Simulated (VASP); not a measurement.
# Sb (R-3m) in VASP: a series of runs, part 2 of 3

VASP 6.6.1. Earlier steps stand in the parts before.

### Step 3. Electric field gradients, LDA (31.79 Å³/atom)

Input file INCAR:

```
SYSTEM = Sb
ALGO = Normal ; EDIFF = 1E-8
ENCUT = 520 ; ISIF = 2
ISMEAR = -1 ; LASPH = .True.
LCHARG = .False. ; LEFG = .True.
LREAL = .False. ; LWAVE = .False.
NBANDS = 12 ; NELM = 80
PREC = Accurate ; SIGMA = 0.03
```

Input file KPOINTS:

```
k-points
0
Gamma
  12 12 12
  0 0 0
```

Input file POSCAR:

```
Sb
1.0
    2.1927796744      1.2660019353      3.8174304072
   -2.1927796744      1.2660019353      3.8174304072
    0.0000000000     -2.5320038705      3.8174304072
Sb
2
Direct
    0.2336400000      0.2336400000      0.2336400000
    0.7663600000      0.7663600000      0.7663600000
```

Potentials or basis: VASP PAW LDA potentials, release 64 (Sb).

Command:

```bash
$ cat potpaw_LDA.64/Sb/POTCAR > POTCAR
$ mpirun -np 1 vasp_std > vasp.out
```

OUTCAR:

```text
SYSTEM = Sb
   EDIFF = 1E-8
   ENCUT = 520
   ISIF = 2
   ISMEAR = -1
   LASPH = .True.
   LREAL = .False.
   NELM = 80
   PREC = Accurate

 ion  position               nearest neighbor table
   1  0.234  0.234  0.234-   2 2.96   2 2.96   2 2.96   2 3.41   2 3.41   2 3.41
   2  0.766  0.766  0.766-   1 2.96   1 2.96   1 2.96   1 3.41   1 3.41   1 3.41

  LATTYP: Found a trigonal (rhomboedric) cell.
 ALAT       =     4.5808098099
 COS(alpha) =     0.5417151843

  Lattice vectors:

 A1 = (   2.1927796744,   1.2660019353,   3.8174304072)
 A2 = (  -2.1927796744,   1.2660019353,   3.8174304072)
 A3 = (   0.0000000000,  -2.5320038705,   3.8174304072)

Analysis of symmetry for initial positions (statically):
=====================================================================
 Subroutine PRICEL returns:
 Original cell was already a primitive cell.

 Routine SETGRP: Setting up the symmetry group for a
 trigonal (rhombohedral) supercell.

 Subroutine GETGRP returns: Found 12 space group operations
 (whereof 12 operations were pure point group operations)
 out of a pool of 12 trial point group operations.

The static configuration has the point symmetry D_3d.

Analysis of symmetry for dynamics (positions and initial velocities):
=====================================================================
 Subroutine PRICEL returns:
 Original cell was already a primitive cell.

 Routine SETGRP: Setting up the symmetry group for a
 trigonal (rhombohedral) supercell.

 Subroutine GETGRP returns: Found 12 space group operations
 (whereof 12 operations were pure point group operations)
 out of a pool of 12 trial point group operations.

The dynamic configuration has the point symmetry D_3d.

 Subroutine INISYM returns: Found 12 space group operations
 (whereof 12 operations are pure point group operations),
 and found     1 'primitive' translations

----------------------------------------------------------------------------------------

                                     Primitive cell

  volume of cell :      63.5846

  direct lattice vectors                    reciprocal lattice vectors
     2.192779674  1.266001935  3.817430407     0.228021085  0.131648035  0.087318771
    -2.192779674  1.266001935  3.817430407    -0.228021085  0.131648035  0.087318771
     0.000000000 -2.532003871  3.817430407     0.000000000 -0.263296069  0.087318771

  length of vectors
     4.580809810  4.580809810  4.580809810     0.277397527  0.277397527  0.277397527

  position of ions in fractional coordinates (direct lattice)
     0.233640000  0.233640000  0.233640000
     0.766360000  0.766360000  0.766360000

  ion indices of the primitive-cell ions
   primitive index   ion index
                 1           1
                 2           2

----------------------------------------------------------------------------------------

 KPOINTS: k-points

Automatic generation of k-mesh.
 Grid dimensions read from file:
 generate k-points for:   12   12   12

 Generating k-lattice:
[... 80 lines left out ...]
   IMIX   =      4    mixing-type and parameters
     AMIX     =   0.40;   BMIX     =  1.00
     AMIX_MAG =   1.60;   BMIX_MAG =  1.00
  volume/ion in A,a.u.               =      31.79       214.54
  Fermi-wavevector in a.u.,A,eV,Ry     =   0.883672  1.669897 10.624457  0.780876
  Thomas-Fermi vector in A             =   2.004469
   LORBIT       =      0    0 simple, 1 ext, 2 COOP (PROOUT), +10 PAW based schemes
   GGA     = CA    functional components
   LHFCALC =     F    Hartree Fock is set to
   AEXX    =    0.0000 exact exchange contribution
   IVDW    =     0    specifies the selected vdW correction
   LEPSILON=     F    determine dielectric tensor
   LRPA    =     F    only Hartree local field effects (RPA)
 non-spin polarized calculation
  energy-cutoff  :      520.00
  volume of cell :       63.58
 maximum number of plane-waves:      1734
 NGX is ok and might be reduce to    36
   NGX = 17   NGY = 17   NGZ = 17

 number of electron      10.0000000 magnetization

 Free energy of the ion-electron system (eV)
  ---------------------------------------------------
  ext. energy  EPLUGINS =         0.00000000
  ---------------------------------------------------
  free energy    TOTEN  =        -9.57225800 eV

  energy without entropy =       -9.57188627  energy(sigma->0) =       -9.57207214

 E-fermi :   6.4140     XC(G=0):  -9.5065

 val. band max:        6.3472211025   @ k =   0.4167   0.0833   0.0833
 cond. band min:       6.4196131830   @ k =   0.3333   0.1667   0.1667
 fundamental gap:      0.0723920805
 Fermi energy:         6.4139921205

 k-point     1 :       0.0000    0.0000    0.0000
  band No.  band energies     occupation
      1      -5.8444      2.00000
      2       1.3488      2.00000
      3       4.5863      2.00000
      4       4.8050      2.00000
      5       4.8050      2.00000
      6       8.5274      0.00000
      7       9.0840      0.00000
      8       9.0840      0.00000
      9      11.6154      0.00000
     10      11.6154      0.00000
     11      11.7368      0.00000
     12      13.1691      0.00000
[... 331 lines left out ...]
 k-point    24 :      -0.4167    0.1667    0.0000
  band No.  band energies     occupation
      1      -3.4918      2.00000
      2      -2.8009      2.00000
      3       2.9995      2.00000
      4       4.3862      2.00000
      5       4.8883      2.00000
      6       7.4274      0.00000
      7       7.6634      0.00000
      8       9.4175      0.00000
      9      12.9364      0.00000
     10      13.4372      0.00000
     11      14.0669      0.00000
     12      16.2560      0.00000

 [... further k-points ...]

------------------------ aborting loop because EDIFF is reached ----------------------------------------

  FORCE on cell =-STRESS in cart. coord.  units (eV):
  Direction    XX          YY          ZZ          XY          YZ          ZX
  --------------------------------------------------------------------------------------
  -------------------------------------------------------------------------------------
  Total       -1.4327976     -1.4327976     -1.3721035      0.0000000     -0.0000000     -0.0000000
  in kB      -36.1030337    -36.1030337    -34.5736877      0.0000000     -0.0000000     -0.0000000
  external PRESSURE =     -35.5932517 kB  Pullay stress =       0.0000000 kB

 VOLUME and BASIS-vectors are now :
 -----------------------------------------------------------------------------
  energy-cutoff  :      520.00
  volume of cell :       63.58
      direct lattice vectors                 reciprocal lattice vectors
     2.192779674  1.266001935  3.817430407     0.228021085  0.131648035  0.087318771
    -2.192779674  1.266001935  3.817430407    -0.228021085  0.131648035  0.087318771
     0.000000000 -2.532003871  3.817430407     0.000000000 -0.263296069  0.087318771

 POSITION                                       TOTAL-FORCE (eV/Angst)
 -----------------------------------------------------------------------------------
      0.00000      0.00000      2.67571         0.000000     -0.000000     -0.144335
      0.00000      0.00000      8.77658         0.000000      0.000000      0.144335
 -----------------------------------------------------------------------------------
    total drift:                                0.000000     -0.000000      0.000000

  FREE ENERGIE OF THE ION-ELECTRON SYSTEM (eV)
  ---------------------------------------------------
  free  energy   TOTEN  =        -9.5722580048 eV

  energy  without entropy=       -9.5718862709  energy(sigma->0) =       -9.57207214

 Electric field gradients (V/A^2)
---------------------------------------------------------------------
 ion       V_xx      V_yy      V_zz      V_xy      V_xz      V_yz
---------------------------------------------------------------------
   1      21.461    21.461   -42.921     0.000    -0.000    -0.000
   2      21.461    21.461   -42.921     0.000     0.000    -0.000
---------------------------------------------------------------------

 Electric field gradients after diagonalization (V/A^2)
 (convention: |V_zz| > |V_xx| > |V_yy|)
----------------------------------------------------------------------
 ion       V_xx      V_yy      V_zz     asymmetry (V_yy - V_xx)/ V_zz
----------------------------------------------------------------------
   1      21.461    21.461   -42.921       0.000
   2      21.461    21.461   -42.921       0.000
----------------------------------------------------------------------

           NMR quadrupolar parameters

 Cq : quadrupolar parameter    Cq=e*Q*V_zz/h
 eta: asymmetry parameters     (V_yy - V_xx)/ V_zz
 Q  : nuclear electric quadrupole moment in mb (millibarn)
----------------------------------------------------------------------
 ion       Cq(MHz)       eta       Q (mb)
----------------------------------------------------------------------
   1      -0.104       0.000       1.000
   2      -0.104       0.000       1.000
----------------------------------------------------------------------
```

OSZICAR:

```text
N       E                     dE             d eps       ncg     rms          rms(c)
DAV:   1     0.357236036133E+02    0.35724E+02   -0.34805E+03  4536   0.649E+02
DAV:   2    -0.746410013409E+01   -0.43188E+02   -0.41674E+02  6160   0.107E+02
DAV:   3    -0.957523958230E+01   -0.21111E+01   -0.20956E+01  5520   0.265E+01
DAV:   4    -0.959483440732E+01   -0.19595E-01   -0.19593E-01  5292   0.311E+00
DAV:   5    -0.959509960471E+01   -0.26520E-03   -0.26520E-03  5552   0.394E-01    0.289E+00
DAV:   6    -0.958056564961E+01    0.14534E-01   -0.34417E-03  5280   0.292E-01    0.170E+00
DAV:   7    -0.957224084981E+01    0.83248E-02   -0.73314E-03  5240   0.423E-01    0.598E-02
DAV:   8    -0.957225357569E+01   -0.12726E-04   -0.20406E-04  5472   0.928E-02    0.197E-02
DAV:   9    -0.957225837964E+01   -0.48040E-05   -0.15574E-05  5484   0.223E-02    0.461E-03
DAV:  10    -0.957225796257E+01    0.41707E-06   -0.22947E-06  5316   0.770E-03    0.752E-04
DAV:  11    -0.957225800215E+01   -0.39582E-07   -0.16706E-07  5396   0.260E-03    0.428E-04
DAV:  12    -0.957225800482E+01   -0.26696E-08   -0.11792E-08  3828   0.577E-04
   1 F= -.95722580E+01 E0= -.95720721E+01  d E =-.371734E-03
```

Wall time 4.8 min (1 thread of AMD EPYC 7R13, shared host); peak memory 0.23 GiB.

What came out:

```yaml
Free_energy: -9.5723 eV
Pressure: -3.6 GPa
Largest_force: 0.144 eV/Å
Band_gap_on_the_k_mesh: zero (bands 5 and 6 overlap by 0.18 eV)
Largest_electric_field_gradient_by_atom: Sb -42.9 V/Å²
```

Forces on the atoms (eV/Å):
```
Sb   0.000  0.000 -0.144
Sb   0.000  0.000  0.144
```

Stress tensor (GPa, compression positive):
```
-3.61  0.00  0.00
 0.00 -3.61  0.00
 0.00  0.00 -3.46
```

Electric field gradients, principal values (V/Å²):
| atom | least | middle | greatest (by size) |
| --- | --- | --- | --- |
| 1 Sb | 21.461 | 21.461 | -42.921 |
| 2 Sb | 21.461 | 21.461 | -42.921 |

Caveat: the cell stands under tension; without QUAD_EFG the Cq values of the log hold for a quadrupole moment of 1 mb, not for the nuclei; spin-orbit coupling is left out, which moves the levels of the heavy elements.

(Continued in part 3 of 3.)
